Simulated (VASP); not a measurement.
CaLa2Cd3, 6 atoms in the cell. The structure is hexagonal, space group P6/mmm (No. 191). Conventional cell: a = 6.419 Å, b = 6.419 Å, c = 3.853 Å, α = 90.00°, β = 90.00°, γ = 120.00°. Within 4.9 Å of Ca (site symmetry 6/mmm) lie 6 La at 3.71 Å and 12 Cd at 3.74 Å and 2 Ca at 3.85 Å. Within 3.5 Å of La (site symmetry -6m2) lie 6 Cd at 2.67 Å. Cd (site symmetry mmm) has 4 La at 2.67 Å and 4 Cd at 3.21 Å within 3.5 Å. 

* Program: VASP 6.6.1
* Task: single point
* Functional: PBE
* Potentials or basis: VASP PAW PBE potentials, release 64 (Ca_sv, La, Cd)
* Cutoff: 520 eV
* k mesh: 3 × 3 × 4
* Occupations: gaussian, width 0.1 eV
* Spin: no spin polarisation
* Dipole correction: no
* Further INCAR settings: ALGO = Normal; EDIFF = 1e-06; NBANDS = 43

Potentials or basis: VASP PAW PBE potentials, release 64 (Ca_sv, La, Cd).

Run with:

```console
$ cat potpaw_PBE.64/Ca_sv/POTCAR potpaw_PBE.64/La/POTCAR potpaw_PBE.64/Cd/POTCAR > POTCAR
$ mpirun -np 1 vasp_std > vasp.out
```

Hardware: 1 thread of Intel(R) Xeon(R) Platinum 8488C (Sapphire Rapids), on a shared host.

**Question.** Estimate the wall time of this run.

**Answer.** Run time: 69 s on 1 thread of Intel(R) Xeon(R) Platinum 8488C (Sapphire Rapids) (shared host), peak memory 0.27 GiB. Counts: scf iterations 15, k points 9.
